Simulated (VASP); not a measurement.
Input of a VASP 6.6.1 run:

File INCAR:

```
  PREC = Accurate
  ENCUT = 520
  EDIFF = 1E-6
  ISMEAR = 0
  SIGMA = 0.15
  LREAL = F
  LASPH = T
  NELM = 150
  ALGO = Normal
  ISIF = 2
  LWAVE = F
  LCHARG = F
  ISPIN = 2
  MAGMOM = 0.4 0.88 0.88 0.88
  LORBIT = 11
  NUPDOWN = 3.04
  LMAXMIX = 4
  GGA = PS
  NBANDS = 32
```

Contents of KPOINTS:

```
Automatic mesh
0
Gamma
  12 12 12
```

POSCAR

```
TiCo3
1.0
    3.6000000000      0.0000000000      0.0000000000
    0.0000000000      3.6000000000      0.0000000000
    0.0000000000      0.0000000000      3.6000000000
Ti Co
1 3
Direct
    0.0000000000      0.0000000000      0.0000000000
    0.0000000000      0.5000000000      0.5000000000
    0.5000000000      0.0000000000      0.5000000000
    0.5000000000      0.5000000000      0.0000000000
```

Potentials or basis: VASP PAW PBE potentials, release 64 (Ti_sv, Co).

Command:

```bash
$ cat potpaw_PBE.64/Ti_sv/POTCAR potpaw_PBE.64/Co/POTCAR > POTCAR
$ mpirun -np 1 vasp_std > vasp.out
```

(1) What does it give for the pressure?

Results:

(1) -7.5 GPa.

Caveat: the cell stands under tension; the PAW data sets were made with another functional, which shifts forces and pressure a little; the total moment is fixed, so each spin has its own Fermi level.
